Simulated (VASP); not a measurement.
# C: relaxation of cell and atoms with r2SCAN

C:

```xyz
2
Lattice="0.0000 1.7858 1.7858 1.7858 0.0000 1.7858 1.7858 1.7858 0.0000" Properties=species:S:1:pos:R:3 pbc="T T T"
C     0.0000    0.0000    0.0000
C     0.8929    0.8929    0.8929
```

```json
{"Program": "VASP 6.6.1", "Task": "relaxation of cell and atoms", "Functional": "r2SCAN", "Potentials or basis": "VASP PAW PBE potentials, release 64 (C)", "Cutoff": "600 eV", "k mesh": "12 × 12 × 12", "Occupations": "fermi-dirac, width 0.02 eV", "Spin": "no spin polarisation", "Dipole correction": "no", "Further INCAR settings": "ALGO = Normal; EDIFF = 1e-07; IBRION = 2; EDIFFG = -0.005; NSW = 80; ISIF = 3"}
```

```json
{
  "Relaxed volume": "5.65 Å³/atom",
  "Relaxed cell": "a = 2.518 Å, b = 2.518 Å, c = 2.518 Å, α = 60.00°, β = 60.00°, γ = 60.00°",
  "Space group after relaxing (to 0.1 Å)": "Fd-3m (No. 227)",
  "Energy gained by relaxing": "0.6 meV/atom",
  "Ionic steps": "3",
  "Pressure after relaxing": "0.0 GPa",
  "Band gap on the k mesh": "4.35 eV (least direct gap 5.85 eV)"
}
```

Step by step:
```tsv
step	energy change (eV)	largest force (eV/Å)	pressure (GPa)	volume (Å³)
1	0.0000	0.0000	-3.87	11.39
2	0.0008	0.0000	5.12	11.16
3	-0.0012	0.0000	0.01	11.29
```

Final structure:
```
CELL_PARAMETERS angstrom
0.00000 1.78056 1.78056
1.78056 0.00000 1.78056
1.78056 1.78056 0.00000
ATOMIC_POSITIONS crystal
C 0.00000 0.00000 0.00000
C 0.25000 0.25000 0.25000
```

Levels at points of the mesh, in eV from the valence-band top:
| k point | band 1 | band 2 | band 3 | band 4 | band 5 | band 6 | band 7 | band 8 |
| --- | --- | --- | --- | --- | --- | --- | --- | --- |
| (0.00, 0.00, 0.00) | -22.76 | 0.00 | 0.00 | 0.00 | 5.85 | 5.85 | 5.85 | 13.93 |
| (0.50, 0.00, 0.00) | -16.79 | -14.10 | -2.99 | -2.99 | 8.90 | 8.90 | 9.19 | 16.74 |
| (0.50, 0.50, 0.00) | -13.62 | -13.62 | -6.69 | -6.69 | 5.01 | 5.01 | 17.95 | 17.95 |

It took 51 s on 1 thread of Intel(R) Xeon(R) Platinum 8124M CPU @ 3.00GHz (Skylake/Cascade Lake), on a shared host, peak memory 0.12 GiB.

Caveat: the PAW data sets were made with another functional, which shifts forces and pressure a little. A k mesh can miss the band edges.
